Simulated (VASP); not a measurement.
# GaSb (F-43m) in VASP: a series of runs

GaSb is run at these levels: r2SCAN50; tasks: single point.

Everything below comes from runs of VASP 6.6.1. Logs are shortened: lines on timing, memory, paths and dates and some standing lists are left out, and cuts for length are marked.

## Step 1: The cell of the first run

The structure is cubic, space group F-43m (No. 216). The conventional cell has a = 6.159 Å, b = 6.159 Å, c = 6.159 Å, α = 90.00°, β = 90.00°, γ = 90.00°. Sb (site symmetry -43m) has 4 Ga at 2.67 Å within 3.5 Å. Ga (site symmetry -43m) has 4 Sb at 2.67 Å within 3.5 Å.

## Step 2: Single point, r2SCAN50

Contents of POSCAR:

```
GaSb
1.0
    0.0000000000      3.0792588685      3.0792588685
    3.0792588685      0.0000000000      3.0792588685
    3.0792588685      3.0792588685      0.0000000000
Sb Ga
1 1
Direct
    0.7500000000      0.7500000000      0.7500000000
    0.0000000000      0.0000000000      0.0000000000
```

Contents of INCAR.step1:

```
PREC = Accurate
ENCUT = 520
EDIFF = 1E-5
ISMEAR = -1
SIGMA = 0.05
LREAL = F
LASPH = T
NELM = 60
ALGO = Normal
ISIF = 2
LWAVE = T
LCHARG = F
GGA = PE
NBANDS = 16
```

Contents of INCAR.step2:

```
PREC = Accurate
ENCUT = 520
EDIFF = 1E-7
ISMEAR = -1
SIGMA = 0.05
LREAL = F
LASPH = T
NELM = 60
ALGO = Normal
ISIF = 2
LWAVE = F
LCHARG = F
METAGGA = R2SCAN
LHFCALC = T
AEXX = 0.5
LMIXTAU = T
PRECFOCK = Normal
ISTART = 1
NBANDS = 16
```

Contents of KPOINTS:

```
regular mesh
0
Gamma
  4 4 4
```

Potentials or basis: VASP PAW PBE potentials, release 64 (Sb, Ga_d).

The run is started by

```sh
> cat potpaw_PBE.64/Sb/POTCAR potpaw_PBE.64/Ga_d/POTCAR > POTCAR
> cp INCAR.step1 INCAR
> mpirun -np 1 vasp_std > vasp.out
> cp INCAR.step2 INCAR
> mpirun -np 1 vasp_std > vasp.out
```

OUTCAR:

```text
PREC = Accurate
   ENCUT = 520
   EDIFF = 1E-7
   ISMEAR = -1
   LREAL = F
   LASPH = T
   NELM = 60
   ISIF = 2
   METAGGA = R2SCAN
   LHFCALC = T
   AEXX = 0.5
   PRECFOCK = Normal
   ISTART = 1

 ion  position               nearest neighbor table
   1  0.750  0.750  0.750-   2 2.67   2 2.67   2 2.67   2 2.67
   2  0.000  0.000  0.000-   1 2.67   1 2.67   1 2.67   1 2.67

  LATTYP: Found a face centered cubic cell.
 ALAT       =     6.1585177370

  Lattice vectors:

 A1 = (   0.0000000000,   3.0792588685,   3.0792588685)
 A2 = (   3.0792588685,   0.0000000000,   3.0792588685)
 A3 = (   3.0792588685,   3.0792588685,   0.0000000000)

Analysis of symmetry for initial positions (statically):
=====================================================================
 Subroutine PRICEL returns:
 Original cell was already a primitive cell.

 Routine SETGRP: Setting up the symmetry group for a
 face centered cubic supercell.

 Subroutine GETGRP returns: Found 24 space group operations
 (whereof 24 operations were pure point group operations)
 out of a pool of 48 trial point group operations.

The static configuration has the point symmetry T_d .

Analysis of symmetry for dynamics (positions and initial velocities):
=====================================================================
 Subroutine PRICEL returns:
 Original cell was already a primitive cell.

 Routine SETGRP: Setting up the symmetry group for a
 face centered cubic supercell.

 Subroutine GETGRP returns: Found 24 space group operations
 (whereof 24 operations were pure point group operations)
 out of a pool of 48 trial point group operations.

The dynamic configuration has the point symmetry T_d .

 Subroutine INISYM returns: Found 24 space group operations
 (whereof 24 operations are pure point group operations),
 and found     1 'primitive' translations

----------------------------------------------------------------------------------------

                                     Primitive cell

  volume of cell :      58.3941

  direct lattice vectors                    reciprocal lattice vectors
     0.000000000  3.079258869  3.079258869    -0.162376735  0.162376735  0.162376735
     3.079258869  0.000000000  3.079258869     0.162376735 -0.162376735  0.162376735
     3.079258869  3.079258869  0.000000000     0.162376735  0.162376735 -0.162376735

  length of vectors
     4.354729654  4.354729654  4.354729654     0.281244754  0.281244754  0.281244754

  position of ions in fractional coordinates (direct lattice)
     0.750000000  0.750000000  0.750000000
     0.000000000  0.000000000  0.000000000

  ion indices of the primitive-cell ions
   primitive index   ion index
                 1           1
                 2           2

----------------------------------------------------------------------------------------

 KPOINTS: regular mesh

Automatic generation of k-mesh.
 Grid dimensions read from file:
 generate k-points for:    4    4    4

 Generating k-lattice:

  Cartesian coordinates                     Fractional coordinates (reciprocal lattice)
    -0.040594184  0.040594184  0.040594184     0.250000000  0.000000000  0.000000000
     0.040594184 -0.040594184  0.040594184     0.000000000  0.250000000  0.000000000
     0.040594184  0.040594184 -0.040594184     0.000000000  0.000000000  0.250000000

  Length of vectors
     0.070311189  0.070311189  0.070311189

  Shift w.r.t. Gamma in fractional coordinates (k-lattice)
     0.000000000  0.000000000  0.000000000

 Subroutine IBZKPT returns following result:
 ===========================================

 Found      8 irreducible k-points:

 Following reciprocal coordinates:
            Coordinates               Weight
  0.000000  0.000000  0.000000      1.000000
  0.250000  0.000000  0.000000      8.000000
  0.500000  0.000000  0.000000      4.000000
  0.250000  0.250000  0.000000      6.000000
  0.500000  0.250000  0.000000     24.000000
 -0.250000  0.250000  0.000000     12.000000
  0.500000  0.500000  0.000000      3.000000
 -0.250000  0.500000  0.250000      6.000000
   k-points           NKPTS =      8   k-points in BZ     NKDIM =     64   number of bands    NBANDS=     16
   number of dos      NEDOS =    301   number of ions     NIONS =      2
   total plane-waves  NPLWV =  32768
   dimension x,y,z NGX =    32 NGY =   32 NGZ =   32
   dimension x,y,z NGXF=    64 NGYF=   64 NGZF=   64
   ions per type =               1   1
   NGX,Y,Z   is equivalent  to a cutoff of  12.22, 12.22, 12.22 a.u.
   NGXF,Y,Z  is equivalent  to a cutoff of  24.43, 24.43, 24.43 a.u.
 SYSTEM =  unknown system
   PREC   = accura    normal or accurate (medium, high low for compatibility)
   ISTART =      1    job   : 0-new  1-cont  2-samecut
   ICHARG =      0    charge: 1-file 2-atom 10-const
   ISPIN  =      1    spin polarized calculation?
   LNONCOLLINEAR =      F non collinear calculations
   LSORBIT =      F    spin-orbit coupling
   LASPH  =      T    aspherical Exc in radial PAW
   ENCUT  =  520.0 eV  38.22 Ry    6.18 a.u.   8.10  8.10  8.10*2*pi/ulx,y,z
   NELM   =     60;   NELMIN=  2; NELMDL=  0     # of ELM steps
   EDIFF  = 0.1E-06   stopping-criterion for ELM
   LREAL  =      F    real-space projection
   EDIFFG = 0.1E-05   stopping-criterion for IOM
   NSW    =      0    number of steps for IOM
   IBRION =     -1    ionic relax: 0-MD 1-quasi-New 2-CG
   NFREE  =      0    steps in history (QN), initial steepest desc. (CG)
   ISIF   =      2    stress and relaxation
   ISYM   =      3    0-nonsym 1-usesym 2-fastsym
   POTIM  = 0.5000    time-step for ionic-motion
   TEBEG  =    0.0;   TEEND  =   0.0 temperature during run
   PSTRESS=    0.0 pullay stress
   NELECT =      18.0000    total number of electrons
   NUPDOWN=      -1.0000    fix difference up-down
   EMIN   =  10.00;   EMAX   =-10.00  energy-range for DOS
   EFERMI =   0.00;   METHOD = LEGACY
   ISMEAR =    -1;   SIGMA  =   0.05  broadening in eV -4-tet -1-fermi 0-gaus
   EFERMI_NEDOS =   21; number of points for ismear=-14 and -15
   IALGO  =     38    algorithm
   IMIX   =      1    mixing-type and parameters
     AMIX     =   0.40;   BMIX     =  1.00
     AMIX_MAG =   1.60;   BMIX_MAG =  1.00
  volume/ion in A,a.u.               =      29.20       197.03
  Fermi-wavevector in a.u.,A,eV,Ry     =   1.105884  2.089817 16.639637  1.222979
  Thomas-Fermi vector in A             =   2.242377
   LORBIT       =      0    0 simple, 1 ext, 2 COOP (PROOUT), +10 PAW based schemes
   METAGGA = R2SCAN    functional components
   LHFCALC =     T    Hartree Fock is set to
   PRECFOCK=normal    Normal, Fast or Accurate (Low or Medium for compatibility)
   ENCUT4O =  -1.0   cutoff for four orbital integrals eV
   NKREDX  =     1    reduce k-point grid by
   NKREDY  =     1    reduce k-point grid by
   NKREDZ  =     1    reduce k-point grid by
   AEXX    =    0.5000 exact exchange contribution
   HFSCREEN=    0.0000 screening length (either q_TF or 0.3 A-1)
   HFSCREENC=   0.0000 screening length for correlation (either q_TF or 0.3 A-1)
   ENCUTFOCK=  -1.0 apply spherical cutoff to Coloumb kernel
   IVDW    =     0    specifies the selected vdW correction
   LEPSILON=     F    determine dielectric tensor
   LRPA    =     F    only Hartree local field effects (RPA)
 non-spin polarized calculation
  energy-cutoff  :      520.00
  volume of cell :       58.39
 maximum number of plane-waves:      1591
  NGX = 28; NGY = 28; NGZ = 28

 number of electron      17.9999998 magnetization

 Free energy of the ion-electron system (eV)
  ---------------------------------------------------
  ext. energy  EPLUGINS =         0.00000000
  ---------------------------------------------------
  free energy    TOTEN  =       -28.66775544 eV

  energy without entropy =      -28.66775544  energy(sigma->0) =      -28.66775544

 E-fermi :   3.9948     XC(G=0):  -5.4201

 val. band max:        2.9050387279   @ k =   0.0000   0.0000   0.0000
 cond. band min:       6.1684434429   @ k =   0.0000   0.0000   0.0000
 fundamental gap:      3.2634047149
 Fermi energy:         3.9947989896

 k-point     1 :       0.0000    0.0000    0.0000
  band No.  band energies     occupation
      1     -17.6736      2.00000
      2     -17.6736      2.00000
      3     -17.6736      2.00000
      4     -17.6186      2.00000
      5     -17.6186      2.00000
      6     -10.5995      2.00000
[... 8 lines left out ...]
     15      14.9889      0.00000
     16      14.9889      0.00000

 k-point     2 :       0.2500    0.0000    0.0000
  band No.  band energies     occupation
      1     -17.6781      2.00000
      2     -17.6689      2.00000
      3     -17.6688      2.00000
      4     -17.6191      2.00000
      5     -17.6191      2.00000
      6      -9.8689      2.00000
[... 8 lines left out ...]
     15      13.9297      0.00000
     16      13.9297      0.00000

 k-point     3 :       0.5000    0.0000    0.0000
  band No.  band energies     occupation
      1     -17.6827      2.00000
      2     -17.6646      2.00000
      3     -17.6646      2.00000
      4     -17.6191      2.00000
      5     -17.6191      2.00000
      6      -8.6455      2.00000
[... 8 lines left out ...]
     15      16.6847      0.00000
     16      16.6847      0.00000

 k-point     4 :       0.2500    0.2500    0.0000
  band No.  band energies     occupation
      1     -17.6849      2.00000
      2     -17.6640      2.00000
      3     -17.6640      2.00000
      4     -17.6223      2.00000
      5     -17.6174      2.00000
      6      -9.6060      2.00000
[... 8 lines left out ...]
     15      15.7235      0.00000
     16      15.9135      0.00000

 k-point     5 :       0.5000    0.2500    0.0000
  band No.  band energies     occupation
      1     -17.6886      2.00000
      2     -17.6599      2.00000
      3     -17.6592      2.00000
      4     -17.6229      2.00000
      5     -17.6178      2.00000
      6      -8.2806      2.00000
[... 8 lines left out ...]
     15      16.7929      0.00000
     16      17.1917      0.00000

 k-point     6 :      -0.2500    0.2500    0.0000
  band No.  band energies     occupation
      1     -17.6842      2.00000
      2     -17.6637      2.00000
      3     -17.6623      2.00000
      4     -17.6200      2.00000
      5     -17.6197      2.00000
      6      -8.7973      2.00000
[... 8 lines left out ...]
     15      15.2578      0.00000
     16      17.3070      0.00000

 k-point     7 :       0.5000    0.5000    0.0000
  band No.  band energies     occupation
      1     -17.6954      2.00000
      2     -17.6542      2.00000
      3     -17.6542      2.00000
      4     -17.6269      2.00000
      5     -17.6160      2.00000
      6      -7.6231      2.00000
[... 8 lines left out ...]
     15      17.8142      0.00000
     16      17.9472      0.00000

 k-point     8 :      -0.2500    0.5000    0.2500
  band No.  band energies     occupation
      1     -17.6902      2.00000
      2     -17.6598      2.00000
      3     -17.6550      2.00000
      4     -17.6233      2.00000
      5     -17.6185      2.00000
      6      -7.5739      2.00000
[... 8 lines left out ...]
     15      16.8466      0.00000
     16      18.2945      0.00000

------------------------ aborting loop because EDIFF is reached ----------------------------------------

  FORCE on cell =-STRESS in cart. coord.  units (eV):
  Direction    XX          YY          ZZ          XY          YZ          ZX
  --------------------------------------------------------------------------------------
  -------------------------------------------------------------------------------------
  Total       -1.7805145     -1.7805145     -1.7805145      0.0000000     -0.0000000      0.0000000
  in kB      -48.8525797    -48.8525797    -48.8525797      0.0000000     -0.0000000      0.0000000
  external PRESSURE =     -48.8525797 kB  Pullay stress =       0.0000000 kB

 VOLUME and BASIS-vectors are now :
 -----------------------------------------------------------------------------
  energy-cutoff  :      520.00
  volume of cell :       58.39
      direct lattice vectors                 reciprocal lattice vectors
     0.000000000  3.079258869  3.079258869    -0.162376735  0.162376735  0.162376735
     3.079258869  0.000000000  3.079258869     0.162376735 -0.162376735  0.162376735
     3.079258869  3.079258869  0.000000000     0.162376735  0.162376735 -0.162376735

 POSITION                                       TOTAL-FORCE (eV/Angst)
 -----------------------------------------------------------------------------------
      4.61889      4.61889      4.61889         0.000000      0.000000      0.000000
      0.00000      0.00000      0.00000        -0.000000     -0.000000     -0.000000
 -----------------------------------------------------------------------------------
    total drift:                                0.000027      0.000010      0.000013

  FREE ENERGIE OF THE ION-ELECTRON SYSTEM (eV)
  ---------------------------------------------------
  free  energy   TOTEN  =       -28.6677554431 eV

  energy  without entropy=      -28.6677554431  energy(sigma->0) =      -28.66775544
```

Run time: 31 min. Hardware: 1 thread of Intel Xeon 8259CL, shared host; peak memory 0.21 GiB.

Results:

- Free energy: -28.6678 eV
- Pressure: -4.9 GPa
- Band gap on the k mesh: 3.26 eV

Levels at points of the mesh, in eV from the valence-band top:
```csv
k point,band 7,band 8,band 9,band 10,band 11,band 12
"(0.00, 0.00, 0.00)",0.00,0.00,0.00,3.26,5.86,5.86
"(0.50, 0.00, 0.00)",-7.38,-1.31,-1.31,3.37,6.91,6.91
"(0.50, 0.50, 0.00)",-7.90,-2.96,-2.96,3.73,4.10,12.75
```

Caveat: the k points lie up to 0.44 Å⁻¹ apart; the PAW data sets were made with another functional, which shifts forces and pressure a little; spin-orbit coupling is left out, which moves the levels of the heavy elements. A k mesh can miss the band edges.

[end of part 1 of 2]
